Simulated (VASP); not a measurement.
# Fe2O3 (Hematite) (R-3c) in VASP: further runs

The runs below take Fe2O3 (Hematite) through single point, with PBE+U.

All numbers are computed with VASP 6.6.1; they aren't measurements. Logs are shortened: lines on timing, memory, paths and dates and some standing lists are left out, and cuts for length are marked.

## 1. The cell of the first run

The structure is trigonal, space group R-3c (No. 167). Conventional cell: a = 5.038 Å, b = 5.038 Å, c = 13.772 Å, α = 90.00°, β = 90.00°, γ = 120.00°. Fe (site symmetry 3) has 6 O at 1.95 to 2.12 Å within 2.6 Å. Within 2.6 Å of O (site symmetry 2) lie 4 Fe at 1.95 to 2.12 Å.

## 2. Single point, PBE+U, collinear spin, ferromagnetic start

File INCAR:

```
SYSTEM = Fe2O3
PREC = Accurate
ENCUT = 520
EDIFF = 1E-6
ISMEAR = 0
SIGMA = 0.05
LREAL = .False.
LASPH = .True.
NELM = 150
ALGO = Normal
ISIF = 2
LWAVE = .False.
LCHARG = .False.
ISPIN = 2
MAGMOM = 5 5 5 5 0 0 0 0 0 0
LORBIT = 11
LMAXMIX = 4
LDAU = .True.
LDAUTYPE = 2
LDAUL = 2 -1
LDAUU = 4 0
LDAUJ = 0 0
LDAUPRINT = 1
GGA = PE
NBANDS = 49
```

File KPOINTS:

```
regular mesh
0
Gamma
  4 4 4
  0 0 0
```

File POSCAR:

```
Fe2O3
1.0
    2.5190000000      1.4543453281      4.5906666667
   -2.5190000000      1.4543453281      4.5906666667
    0.0000000000     -2.9086906562      4.5906666667
Fe O
4 6
Direct
    0.3553000000      0.3553000000      0.3553000000
    0.1447000000      0.1447000000      0.1447000000
    0.6447000000      0.6447000000      0.6447000000
    0.8553000000      0.8553000000      0.8553000000
    0.5559000000      0.9441000000      0.2500000000
    0.2500000000      0.5559000000      0.9441000000
    0.9441000000      0.2500000000      0.5559000000
    0.4441000000      0.0559000000      0.7500000000
    0.7500000000      0.4441000000      0.0559000000
    0.0559000000      0.7500000000      0.4441000000
```

Potentials or basis: VASP PAW PBE potentials, release 64 (Fe, O).

Command:

```bash
cat potpaw_PBE.64/Fe/POTCAR potpaw_PBE.64/O/POTCAR > POTCAR
mpirun -np 1 vasp_std > vasp.out
```

OUTCAR:

```text
SYSTEM = Fe2O3
   PREC = Accurate
   ENCUT = 520
   EDIFF = 1E-6
   ISMEAR = 0
   LREAL = .False.
   LASPH = .True.
   NELM = 150
   ISIF = 2
   ISPIN = 2
   LORBIT = 11
   GGA = PE

 ion  position               nearest neighbor table
   1  0.355  0.355  0.355-  10 1.95   8 1.95   9 1.95   5 2.12   7 2.12   6 2.12   2 2.90   3 2.97
                             3 2.97   3 2.97
   2  0.145  0.145  0.145-   9 1.95   8 1.95  10 1.95   5 2.12   7 2.12   6 2.12   1 2.90   4 2.97
                             4 2.97   4 2.97
   3  0.645  0.645  0.645-   7 1.95   5 1.95   6 1.95   8 2.12   9 2.12  10 2.12   4 2.90   1 2.97
                             1 2.97   1 2.97
   4  0.855  0.855  0.855-   6 1.95   5 1.95   7 1.95   8 2.12   9 2.12  10 2.12   3 2.90   2 2.97
                             2 2.97   2 2.97
   5  0.556  0.944  0.250-   3 1.95   4 1.95   1 2.12   2 2.12
   6  0.250  0.556  0.944-   4 1.95   3 1.95   1 2.12   2 2.12
   7  0.944  0.250  0.556-   3 1.95   4 1.95   1 2.12   2 2.12
   8  0.444  0.056  0.750-   1 1.95   2 1.95   3 2.12   4 2.12
   9  0.750  0.444  0.056-   2 1.95   1 1.95   3 2.12   4 2.12
  10  0.056  0.750  0.444-   1 1.95   2 1.95   3 2.12   4 2.12

  LATTYP: Found a trigonal (rhomboedric) cell.
 ALAT       =     5.4345838643
 COS(alpha) =     0.5703114900

  Lattice vectors:

 A1 = (   2.5190000000,   1.4543453281,   4.5906666667)
 A2 = (  -2.5190000000,   1.4543453281,   4.5906666667)
 A3 = (   0.0000000000,  -2.9086906562,   4.5906666667)

Analysis of symmetry for initial positions (statically):
=====================================================================
 Subroutine PRICEL returns:
 Original cell was already a primitive cell.

 Routine SETGRP: Setting up the symmetry group for a
 trigonal (rhombohedral) supercell.

 Subroutine GETGRP returns: Found 12 space group operations
 (whereof  6 operations were pure point group operations)
 out of a pool of 12 trial point group operations.

The static configuration has the point symmetry S_6 .
 The point group associated with its full space group is D_3d.

Analysis of symmetry for dynamics (positions and initial velocities):
=====================================================================
 Subroutine PRICEL returns:
 Original cell was already a primitive cell.

 Routine SETGRP: Setting up the symmetry group for a
 trigonal (rhombohedral) supercell.

 Subroutine GETGRP returns: Found 12 space group operations
 (whereof  6 operations were pure point group operations)
 out of a pool of 12 trial point group operations.

The dynamic configuration has the point symmetry S_6 .
 The point group associated with its full space group is D_3d.

Analysis of structural, dynamic, and magnetic symmetry:
=====================================================================
 Subroutine PRICEL returns:
 Original cell was already a primitive cell.

 Routine SETGRP: Setting up the symmetry group for a
 trigonal (rhombohedral) supercell.

 Subroutine GETGRP returns: Found 12 space group operations
 (whereof  6 operations were pure point group operations)
 out of a pool of 12 trial point group operations.

The overall configuration has the point symmetry S_6 .
 The point group associated with its full space group is D_3d.

 Subroutine INISYM returns: Found 12 space group operations
 (whereof  6 operations are pure point group operations),
 and found     1 'primitive' translations

----------------------------------------------------------------------------------------

                                     Primitive cell

  volume of cell :     100.9073

  direct lattice vectors                    reciprocal lattice vectors
     2.519000000  1.454345328  4.590666667     0.198491465  0.114599101  0.072611095
    -2.519000000  1.454345328  4.590666667    -0.198491465  0.114599101  0.072611095
[... 116 lines left out ...]
   U (eV)           for each species LDAUU =   4.0  0.0
   J (eV)           for each species LDAUJ =   0.0  0.0
   GGA     = PE    functional components
   LHFCALC =     F    Hartree Fock is set to
   AEXX    =    0.0000 exact exchange contribution
   IVDW    =     0    specifies the selected vdW correction
   LEPSILON=     F    determine dielectric tensor
   LRPA    =     F    only Hartree local field effects (RPA)
 spin polarized calculation
 Gauss-broadening in eV      SIGMA  =   0.05
  energy-cutoff  :      520.00
  volume of cell :      100.91
 maximum number of plane-waves:      2742
   NGX = 21   NGY = 21   NGZ = 21

atom =   1  type =  1  l = 2

 onsite density matrix

spin component  1
[... 116 lines left out ...]
  o =  0.0702  v =  0.0000  0.0000  0.0000  0.0000  0.0000 -0.1592  0.0000 -0.0000 -0.6030  0.7817      0.0000  0.0000  0.0000  0.0000  0.0000  0.0000  0.0000  0.0000  0.0000  0.0000
  o =  0.0702  v =  0.0000  0.0000  0.0000  0.0000  0.0000 -0.7817 -0.6030  0.0000 -0.0000 -0.1592      0.0000  0.0000  0.0000  0.0000  0.0000  0.0000  0.0000  0.0000  0.0000  0.0000
  o =  0.0831  v =  0.0000  0.0000  0.0000  0.0000  0.0000  0.0000 -0.0000 -1.0000  0.0000 -0.0000      0.0000  0.0000  0.0000  0.0000  0.0000  0.0000  0.0000  0.0000  0.0000  0.0000
  o =  0.2794  v =  0.0000  0.0000  0.0000  0.0000  0.0000  0.1204 -0.0001 -0.0000 -0.7977 -0.5909      0.0000  0.0000  0.0000  0.0000  0.0000  0.0000  0.0000  0.0000  0.0000  0.0000
  o =  0.2794  v =  0.0000  0.0000  0.0000  0.0000  0.0000 -0.5909  0.7977 -0.0000 -0.0001 -0.1204      0.0000  0.0000  0.0000  0.0000  0.0000  0.0000  0.0000  0.0000  0.0000  0.0000
  o =  0.9825  v = -0.1143 -0.0000 -0.0000 -0.6314  0.7670  0.0000  0.0000  0.0000  0.0000  0.0000      0.0000  0.0000  0.0000  0.0000  0.0000  0.0000  0.0000  0.0000  0.0000  0.0000
  o =  0.9825  v =  0.7670  0.6314 -0.0000 -0.0000  0.1143  0.0000  0.0000  0.0000  0.0000  0.0000      0.0000  0.0000  0.0000  0.0000  0.0000  0.0000  0.0000  0.0000  0.0000  0.0000
  o =  0.9842  v =  0.0000  0.0000  1.0000 -0.0000  0.0000  0.0000  0.0000  0.0000  0.0000  0.0000      0.0000  0.0000  0.0000  0.0000  0.0000  0.0000  0.0000  0.0000  0.0000  0.0000
  o =  1.0534  v =  0.0931 -0.0000 -0.0000 -0.7754 -0.6245  0.0000  0.0000  0.0000  0.0000  0.0000      0.0000  0.0000  0.0000  0.0000  0.0000  0.0000  0.0000  0.0000  0.0000  0.0000
  o =  1.0534  v = -0.6245  0.7754 -0.0000 -0.0000 -0.0931  0.0000  0.0000  0.0000  0.0000  0.0000      0.0000  0.0000  0.0000  0.0000  0.0000  0.0000  0.0000  0.0000  0.0000  0.0000

 number of electron      67.9999996 magnetization      20.0002691

 Free energy of the ion-electron system (eV)
  ---------------------------------------------------
  ext. energy  EPLUGINS =         0.00000000
  ---------------------------------------------------
  free energy    TOTEN  =       -67.40634240 eV

  energy without entropy =      -67.40634240  energy(sigma->0) =      -67.40634240

 E-fermi :   4.2245     XC(G=0): -11.5824

 val. band max:        3.9250769098   @ k =   0.0000   0.0000   0.0000
 cond. band min:       4.9742587125   @ k =  -0.2500   0.2500   0.0000
 fundamental gap:      1.0491818027
 Fermi energy:         4.2245185538

 spin component 1

 k-point     1 :       0.0000    0.0000    0.0000
  band No.  band energies     occupation
      1     -15.3472      1.00000
      2     -13.8998      1.00000
      3     -13.8998      1.00000
      4     -13.8021      1.00000
      5     -13.7545      1.00000
      6     -13.7545      1.00000
[... 626 lines left out ...]
     45      10.8253      0.00000
     46      10.8253      0.00000
 Fermi energy:         4.2245185538

 spin component 2

 k-point     1 :       0.0000    0.0000    0.0000
  band No.  band energies     occupation
      1     -14.6627      1.00000
      2     -13.0560      1.00000
      3     -12.9253      1.00000
      4     -12.9253      1.00000
      5     -12.9101      1.00000
      6     -12.9101      1.00000
[... 626 lines left out ...]
     45      11.7936      0.00000
     46      11.7936      0.00000
 [bands above 46 left out]

------------------------ aborting loop because EDIFF is reached ----------------------------------------

  FORCE on cell =-STRESS in cart. coord.  units (eV):
  Direction    XX          YY          ZZ          XY          YZ          ZX
  --------------------------------------------------------------------------------------
  -------------------------------------------------------------------------------------
  Total        6.5337529      6.5337529      4.0305720      0.0000000      0.0000000      0.0000000
  in kB      103.7410333    103.7410333     63.9962534      0.0000000      0.0000000      0.0000000
  external PRESSURE =      90.4927733 kB  Pullay stress =       0.0000000 kB

 VOLUME and BASIS-vectors are now :
 -----------------------------------------------------------------------------
  energy-cutoff  :      520.00
  volume of cell :      100.91
      direct lattice vectors                 reciprocal lattice vectors
     2.519000000  1.454345328  4.590666667     0.198491465  0.114599101  0.072611095
    -2.519000000  1.454345328  4.590666667    -0.198491465  0.114599101  0.072611095
     0.000000000 -2.908690656  4.590666667     0.000000000 -0.229198201  0.072611095

 POSITION                                       TOTAL-FORCE (eV/Angst)
 -----------------------------------------------------------------------------------
      0.00000      0.00000      4.89319        -0.000000      0.000000     -0.322371
      0.00000      0.00000      1.99281        -0.000000     -0.000000      0.322371
      0.00000      0.00000      8.87881        -0.000000      0.000000      0.322371
      0.00000      0.00000     11.77919        -0.000000      0.000000     -0.322371
     -0.97788      1.45435      8.03367        -0.152460     -0.000000     -0.000000
     -0.77056     -1.57404      8.03367         0.076230     -0.132034      0.000000
      1.74844      0.11969      8.03367         0.076230      0.132034      0.000000
      0.97788     -1.45435      5.73833         0.152460     -0.000000     -0.000000
      0.77056      1.57404      5.73833        -0.076230      0.132034      0.000000
     -1.74844     -0.11969      5.73833        -0.076230     -0.132034      0.000000
 -----------------------------------------------------------------------------------
    total drift:                               -0.000000     -0.000000     -0.000000

  FREE ENERGIE OF THE ION-ELECTRON SYSTEM (eV)
  ---------------------------------------------------
  free  energy   TOTEN  =       -67.4063423955 eV

  energy  without entropy=      -67.4063423955  energy(sigma->0) =      -67.40634240

 total charge

# of ion       s       p       d       tot
------------------------------------------
    1        0.385   0.557   5.811   6.753
    2        0.385   0.557   5.811   6.753
    3        0.385   0.557   5.811   6.753
    4        0.385   0.557   5.811   6.753
    5        1.559   3.495   0.000   5.054
    6        1.559   3.495   0.000   5.054
    7        1.559   3.495   0.000   5.054
    8        1.559   3.495   0.000   5.054
    9        1.559   3.495   0.000   5.054
   10        1.559   3.495   0.000   5.054
--------------------------------------------------
tot         10.897  23.196  23.244  57.338

 magnetization (x)

# of ion       s       p       d       tot
------------------------------------------
    1        0.027   0.045   4.267   4.339
    2        0.027   0.045   4.267   4.339
    3        0.027   0.045   4.267   4.339
    4        0.027   0.045   4.267   4.339
    5        0.022   0.349   0.000   0.371
    6        0.022   0.349   0.000   0.371
    7        0.022   0.349   0.000   0.371
    8        0.022   0.349   0.000   0.371
    9        0.022   0.349   0.000   0.371
   10        0.022   0.349   0.000   0.371
--------------------------------------------------
tot          0.238   2.276  17.068  19.582
```

Run time: 86 s. Hardware: 1 thread of AMD EPYC 9R45 (Zen 5), shared host; peak memory 0.29 GiB.

Results:

| Quantity | Value |
| --- | --- |
| Free energy | -67.4063 eV |
| Pressure | 9.0 GPa |
| Largest force | 0.322 eV/Å |
| Band gap on the k mesh | 1.05 eV, indirect (least direct gap 1.29 eV) |
| Net moment | 20.00 μB per cell |
| Site moments | Fe +4.34; O +0.37 μB |
| Valence electrons inside the program's atomic spheres | Fe 6.75; O 5.05 |

Forces on the atoms (eV/Å):
```
Fe   0.000  0.000 -0.322
Fe   0.000  0.000  0.322
Fe   0.000  0.000  0.322
Fe   0.000  0.000 -0.322
O   -0.152  0.000  0.000
O    0.076 -0.132  0.000
O    0.076  0.132  0.000
O    0.152  0.000  0.000
O   -0.076  0.132  0.000
O   -0.076 -0.132  0.000
```

Eigenvalues of the final occupation matrices:
```csv
site,spin,trace,eigenvalues
site 1 d,1,5.06,0.98 0.98 0.98 1.05 1.05
site 1 d,2,0.78,0.07 0.07 0.08 0.28 0.28
site 2 d,1,5.06,0.98 0.98 0.98 1.05 1.05
site 2 d,2,0.78,0.07 0.07 0.08 0.28 0.28
site 3 d,1,5.06,0.98 0.98 0.98 1.05 1.05
site 3 d,2,0.78,0.07 0.07 0.08 0.28 0.28
site 4 d,1,5.06,0.98 0.98 0.98 1.05 1.05
site 4 d,2,0.78,0.07 0.07 0.08 0.28 0.28
```

Caveat: only a ferromagnetic start was run, and an antiferromagnetic order may lie lower in energy. A k mesh can miss the band edges.

(Continued in part 2 of 2.)
